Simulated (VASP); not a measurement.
# Rb2H3 (P-3m1) in VASP: a series of runs, part 2 of 2

VASP 6.6.1.

## Step 3: Single point, PBE

This run uses another cell than the first one, of 24.91 Å³/atom.

The input, INCAR:

```
PREC = Accurate ; ENCUT = 520
EDIFF = 1E-6 ; ISMEAR = 0
SIGMA = 0.1 ; LREAL = False
LASPH = True ; NELM = 60
ALGO = Normal ; ISIF = 2
LWAVE = False ; LCHARG = False
GGA = PE ; NBANDS = 18
```

The input, KPOINTS:

```
regular mesh
0
Gamma
  6 6 4
```

The input, POSCAR:

```
Rb2H3
1.0
    4.8979988350      0.0000000000      0.0000000000
   -2.4489994175      4.2417914188      0.0000000000
    0.0000000000      0.0000000000      5.9944497450
Rb H
2 3
Direct
    0.3333333333      0.6666666667      0.2360021049
    0.6666666667      0.3333333333      0.7639978951
    0.0000000000      0.0000000000      0.0000000000
    0.3333333333      0.6666666667      0.7360353983
    0.6666666667      0.3333333333      0.2639646017
```

Potentials or basis: VASP PAW PBE potentials, release 64 (Rb_sv, H).

Launch:

```console
cat potpaw_PBE.64/Rb_sv/POTCAR potpaw_PBE.64/H/POTCAR > POTCAR
mpirun -np 1 vasp_std > vasp.out
```

OUTCAR:

```text
PREC = Accurate
   ENCUT = 520
   EDIFF = 1E-6
   ISMEAR = 0
   LREAL = False
   LASPH = True
   NELM = 60
   ISIF = 2
   GGA = PE

 ion  position               nearest neighbor table
   1  0.333  0.667  0.236-   5 2.83   5 2.83   5 2.83   4 3.00   4 3.00   3 3.16   3 3.16   3 3.16
                             2 4.00   2 4.00   2 4.00   2 4.24   2 4.24   2 4.24
   2  0.667  0.333  0.764-   4 2.83   4 2.83   4 2.83   5 3.00   5 3.00   3 3.16   3 3.16   3 3.16
                             1 4.00   1 4.00   1 4.00   1 4.24   1 4.24   1 4.24
   3  0.000  0.000  0.000-   1 3.16   2 3.16   1 3.16   2 3.16   2 3.16   1 3.16
   4  0.333  0.667  0.736-   2 2.83   2 2.83   2 2.83   1 3.00   1 3.00
   5  0.667  0.333  0.264-   1 2.83   1 2.83   1 2.83   2 3.00   2 3.00

  LATTYP: Found a hexagonal cell.
 ALAT       =     4.8979988350
 C/A-ratio  =     1.2238569152

  Lattice vectors:

 A1 = (   4.8979988350,   0.0000000000,   0.0000000000)
 A2 = (  -2.4489994175,   4.2417914188,   0.0000000000)
 A3 = (   0.0000000000,   0.0000000000,   5.9944497450)

Analysis of symmetry for initial positions (statically):
=====================================================================
 Subroutine PRICEL returns:
 Original cell was already a primitive cell.

 Routine SETGRP: Setting up the symmetry group for a
 hexagonal supercell.

 Subroutine GETGRP returns: Found 12 space group operations
 (whereof 12 operations were pure point group operations)
 out of a pool of 24 trial point group operations.

The static configuration has the point symmetry D_3d.

Analysis of symmetry for dynamics (positions and initial velocities):
=====================================================================
 Subroutine PRICEL returns:
 Original cell was already a primitive cell.

 Routine SETGRP: Setting up the symmetry group for a
 hexagonal supercell.

 Subroutine GETGRP returns: Found 12 space group operations
 (whereof 12 operations were pure point group operations)
 out of a pool of 24 trial point group operations.

The dynamic configuration has the point symmetry D_3d.
[... 127 lines left out ...]
  Thomas-Fermi vector in A             =   2.027877
   LORBIT       =      0    0 simple, 1 ext, 2 COOP (PROOUT), +10 PAW based schemes
   GGA     = PE    functional components
   LHFCALC =     F    Hartree Fock is set to
   AEXX    =    0.0000 exact exchange contribution
   IVDW    =     0    specifies the selected vdW correction
   LEPSILON=     F    determine dielectric tensor
   LRPA    =     F    only Hartree local field effects (RPA)
 non-spin polarized calculation
 Gauss-broadening in eV      SIGMA  =   0.10
  energy-cutoff  :      520.00
  volume of cell :      124.54
 maximum number of plane-waves:      3377
   NGX = 19   NGY = 19   NGZ = 23

 number of electron      20.9999998 magnetization

 Free energy of the ion-electron system (eV)
  ---------------------------------------------------
  ext. energy  EPLUGINS =         0.00000000
  ---------------------------------------------------
  free energy    TOTEN  =       -10.45971880 eV

  energy without entropy =      -10.44307463  energy(sigma->0) =      -10.45139672

 E-fermi :  -1.9604     XC(G=0):  -6.8078

 val. band max:       -1.9633840464   @ k =   0.3333   0.0000   0.2500
 cond. band min:      -1.9144497945   @ k =   0.0000   0.3333   0.2500
 fundamental gap:      0.0489342520
 Fermi energy:        -1.9603642689

 k-point     1 :       0.0000    0.0000    0.0000
  band No.  band energies     occupation
      1     -27.3960      2.00000
      2     -27.3347      2.00000
      3     -11.7717      2.00000
      4     -11.5052      2.00000
      5     -11.5052      2.00000
      6     -11.3560      2.00000
[... 481 lines left out ...]
      5     -11.5627      2.00000
      6     -11.4689      2.00000
[... 10 lines left out ...]
     17       6.0809      0.00000
     18       6.1538      0.00000

------------------------ aborting loop because EDIFF is reached ----------------------------------------

  FORCE on cell =-STRESS in cart. coord.  units (eV):
  Direction    XX          YY          ZZ          XY          YZ          ZX
  --------------------------------------------------------------------------------------
  -------------------------------------------------------------------------------------
  Total        0.1922544      0.1922544      0.0138370      0.0000000      0.0000000      0.0000000
  in kB        2.4732583      2.4732583      0.1780059      0.0000000      0.0000000      0.0000000
  external PRESSURE =       1.7081742 kB  Pullay stress =       0.0000000 kB

 VOLUME and BASIS-vectors are now :
 -----------------------------------------------------------------------------
  energy-cutoff  :      520.00
  volume of cell :      124.54
      direct lattice vectors                 reciprocal lattice vectors
     4.897998835  0.000000000  0.000000000     0.204165014  0.117874726  0.000000000
    -2.448999418  4.241791419  0.000000000     0.000000000  0.235749451  0.000000000
     0.000000000  0.000000000  5.994449745     0.000000000  0.000000000  0.166820983

 POSITION                                       TOTAL-FORCE (eV/Angst)
 -----------------------------------------------------------------------------------
     -0.00000      2.82786      1.41470         0.000000      0.000000     -0.019357
      2.44900      1.41393      4.57975        -0.000000     -0.000000      0.019357
      0.00000      0.00000      0.00000        -0.000000      0.000000      0.000000
     -0.00000      2.82786      4.41213         0.000000     -0.000000      0.003897
      2.44900      1.41393      1.58232        -0.000000      0.000000     -0.003897
 -----------------------------------------------------------------------------------
    total drift:                                0.000000      0.000000     -0.000000

  FREE ENERGIE OF THE ION-ELECTRON SYSTEM (eV)
  ---------------------------------------------------
  free  energy   TOTEN  =       -10.4597187960 eV

  energy  without entropy=      -10.4430746346  energy(sigma->0) =      -10.45139672
```

OSZICAR:

```text
N       E                     dE             d eps       ncg     rms          rms(c)
DAV:   1     0.983861497459E+02    0.98386E+02   -0.80978E+03   864   0.905E+02
DAV:   2    -0.250825825380E+01   -0.10089E+03   -0.98596E+02  1070   0.192E+02
DAV:   3    -0.111078857143E+02   -0.85996E+01   -0.85518E+01  1362   0.525E+01
DAV:   4    -0.113638764010E+02   -0.25599E+00   -0.25586E+00  1258   0.740E+00
DAV:   5    -0.113694270881E+02   -0.55507E-02   -0.55505E-02  1234   0.919E-01    0.560E+00
DAV:   6    -0.106694979886E+02    0.69993E+00   -0.24733E+00   928   0.319E+00    0.329E+00
DAV:   7    -0.104866124089E+02    0.18289E+00   -0.85401E-01   972   0.213E+00    0.232E+00
DAV:   8    -0.104368630252E+02    0.49749E-01   -0.37608E-01   956   0.172E+00    0.964E-01
DAV:   9    -0.104561587718E+02   -0.19296E-01   -0.36189E-02   912   0.741E-01    0.125E-01
DAV:  10    -0.104577625527E+02   -0.16038E-02   -0.33110E-03  1154   0.198E-01    0.690E-02
DAV:  11    -0.104595629278E+02   -0.18004E-02   -0.20982E-03   904   0.171E-01    0.280E-02
DAV:  12    -0.104597001422E+02   -0.13721E-03   -0.21504E-04   968   0.527E-02    0.763E-03
DAV:  13    -0.104597179255E+02   -0.17783E-04   -0.26545E-05   932   0.250E-02    0.228E-03
DAV:  14    -0.104597187960E+02   -0.87053E-06   -0.16042E-06   964   0.595E-03
   1 F= -.10459719E+02 E0= -.10451397E+02  d E =-.166442E-01
```

stdout:

```text
POSCAR found type information on POSCAR RbH
 POSCAR found :  2 types and       5 ions
 scaLAPACK will be used
 LDA part: xc-table for (Slater+PW92), standard interpolation
 POSCAR, INCAR and KPOINTS ok, starting setup
 FFT: planning ... GRIDC
 FFT: planning ... GRID_SOFT
 FFT: planning ... GRID
 WAVECAR not read
 entering main loop
```

Wall time 25 s (1 thread of Intel Xeon 6975P-C (Granite Rapids), shared host); peak memory 0.25 GiB.

What came out:

| Property | Result |
| --- | --- |
| Free energy | -10.4597 eV |
| Pressure | 0.2 GPa |
| Largest force | 0.019 eV/Å |
| Band gap on the k mesh | zero (an odd number of electrons rules out a gap without spin polarisation) |

Forces on the atoms (eV/Å):
```
Rb   0.000  0.000 -0.019
Rb   0.000  0.000  0.019
H    0.000  0.000  0.000
H    0.000  0.000  0.004
H    0.000  0.000 -0.004
```

Stress tensor (GPa, compression positive):
```
0.25 0.00 0.00
0.00 0.25 0.00
0.00 0.00 0.02
```

Levels at points of the mesh, in eV from the Fermi level:
| k point | band 8 | band 9 | band 10 | band 11 | band 12 | band 13 |
| --- | --- | --- | --- | --- | --- | --- |
| (0.00, 0.00, 0.00) | -9.34 | -2.03 | -0.54 | 0.62 | 6.05 | 6.05 |
| (0.50, 0.00, 0.00) | -9.38 | -0.59 | -0.53 | -0.27 | 4.85 | 5.99 |
| (0.00, 0.00, 0.50) | -9.45 | -1.49 | -0.75 | 0.81 | 5.33 | 5.84 |
| (0.50, 0.00, 0.50) | -9.38 | -0.51 | -0.14 | -0.10 | 3.82 | 5.54 |

Caveat: an odd number of electrons without spin polarisation forces a metal; a magnetic or distorted state may lie lower.

## Step 4: Single point, PBE

This run uses another cell than the first one, of 25.30 Å³/atom.

The input, INCAR:

```
PREC = Accurate
ENCUT = 520
EDIFF = 1E-7
ISMEAR = 0
SIGMA = 0.1
LREAL = F
LASPH = T
NELM = 80
ALGO = Normal
ISIF = 2
LWAVE = F
LCHARG = T
GGA = PE
LELF = T
LVHAR = T
NBANDS = 18
```

The input, KPOINTS:

```
Automatic mesh
0
Gamma
  6 6 4
```

The input, POSCAR:

```
Rb2H3
1.0
    4.9349440341      0.0000000000      0.0000000000
   -2.4674720170      4.2737868998      0.0000000000
    0.0000000000      0.0000000000      5.9987430555
Rb H
2 3
Direct
    0.3333333333      0.6666666667      0.2338247038
    0.6666666667      0.3333333333      0.7661752962
    0.0000000000      0.0000000000      1.0000000000
    0.3333333333      0.6666666667      0.7362801439
    0.6666666667      0.3333333333      0.2637198561
```

Launch:

```console
cat potpaw_PBE.64/Rb_sv/POTCAR potpaw_PBE.64/H/POTCAR > POTCAR
mpirun -np 1 vasp_std > vasp.out
```

It took 36 s on 1 thread of Intel Xeon 6975P-C (Granite Rapids), shared host; peak memory 0.26 GiB.

The run converged. Its results:

- Free energy: -10.4620 eV
- Pressure: 0.0 GPa
- Largest force: 0.007 eV/Å
- Band gap on the k mesh: zero (an odd number of electrons rules out a gap without spin polarisation)

Forces in eV/Å, atoms in the order of the input:
```
Rb   0.000  0.000  0.007
Rb   0.000  0.000 -0.007
H    0.000  0.000  0.000
H    0.000  0.000 -0.002
H    0.000  0.000  0.002
```

Levels at points of the mesh, in eV from the Fermi level:
```csv
k point,band 8,band 9,band 10,band 11,band 12,band 13
"(0.00, 0.00, 0.00)",-9.37,-2.00,-0.52,0.60,6.02,6.02
"(0.50, 0.00, 0.00)",-9.41,-0.59,-0.52,-0.27,4.87,5.95
"(0.00, 0.00, 0.50)",-9.47,-1.46,-0.72,0.80,5.29,5.81
"(0.50, 0.00, 0.50)",-9.40,-0.50,-0.14,-0.10,3.82,5.51
```

Caveat: an odd number of electrons without spin polarisation forces a metal; a magnetic or distorted state may lie lower.

## Step 5: Overview

```tsv
cell	gap on the mesh (eV)	pressure (GPa)	largest force (eV/Å)
a = 4.175, b = 4.175, c = 6.496 Å, angles 90.0, 90.0, 120.0°, 5 atoms, atomic positions A	none	5.1	0.58
a = 4.898, b = 4.898, c = 5.994 Å, angles 90.0, 90.0, 120.0°, 5 atoms, atomic positions B	none	0.2	0.02
a = 4.935, b = 4.935, c = 5.999 Å, angles 90.0, 90.0, 120.0°, 5 atoms, atomic positions C	none	0.0	0.01
```

Alike in all rows: task single point; level PBE; potentials or basis VASP PAW PBE potentials, release 64 (Rb_sv, H); no spin polarisation; k mesh 6 × 6 × 4; cutoff (eV) 520; smearing gaussian 0.1 eV.

Caveats: an odd number of electrons without spin polarisation forces a metal; a magnetic or distorted state may lie lower; the cell stands under pressure (at least some runs).

Absolute energies hang on the potentials; compare differences alone.

The gap in the log of VASP goes by the Fermi energy; the results here count the filled bands.